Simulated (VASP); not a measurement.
**AgB2: single point with PBE**

AgB2, a slab with vacuum:

```
Ag B
1.0
     3.02680    0.00000    0.00000
     0.00000    4.06392    0.00000
     0.00000    0.00000   20.99011
Ag B
3 6
Direct
  0.00000 0.00000 0.33349
  0.50000 0.00000 0.45837
  0.00000 0.00000 0.58325
  0.50000 0.50000 0.37512
  0.00000 0.50000 0.41675
  0.00000 0.50000 0.50000
  0.50000 0.50000 0.54163
  0.50000 0.50000 0.62488
  0.00000 0.50000 0.66651
```

| Item | Value |
| --- | --- |
| Program | VASP 6.6.1 |
| Task | single point |
| Functional | PBE |
| Potentials or basis | VASP PAW PBE potentials, release 64 (Ag, B) |
| Cutoff | 520 eV |
| k mesh | 6 × 4 × 1 |
| Occupations | fermi-dirac, width 0.1 eV |
| Spin | no spin polarisation |
| Dipole correction | yes |
| Further INCAR settings | ALGO = Normal; EDIFF = 1e-06; NBANDS = 36 |

The largest force is 4.381 eV/Å.

Forces on the atoms (eV/Å):
```
Ag   0.000  0.000  0.516
Ag   0.000  0.000 -0.067
Ag   0.000  0.000  0.600
B    0.000  0.000  1.630
B    0.000  0.000 -1.857
B    0.000  0.000  0.178
B    0.000  0.000 -0.093
B    0.000  0.000  3.475
B    0.000  0.000 -4.381
```

Levels at points of the mesh, in eV from the Fermi level:
```tsv
k point	band 21	band 22	band 23	band 24	band 25	band 26	band 27	band 28	band 29	band 30
(0.00, 0.00, 0.00)	-2.33	-1.46	-0.98	-0.62	-0.54	0.57	1.09	1.28	1.49	2.54
(0.50, 0.00, 0.00)	-2.79	-2.33	-2.12	-0.35	0.39	1.70	1.91	2.60	2.92	3.44
(0.00, 0.50, 0.00)	-3.32	-2.93	-1.73	-0.44	-0.07	0.49	0.70	0.74	1.58	3.14
(0.50, 0.50, 0.00)	-2.51	-2.09	-2.07	-1.64	-1.46	-0.71	0.11	0.68	1.45	2.08
```

Run time: 3 min on 1 thread of AMD EPYC 7R13 Processor (Zen 3), on a shared host, peak memory 0.34 GiB.

Caveat: the k points lie up to 0.39 Å⁻¹ apart.
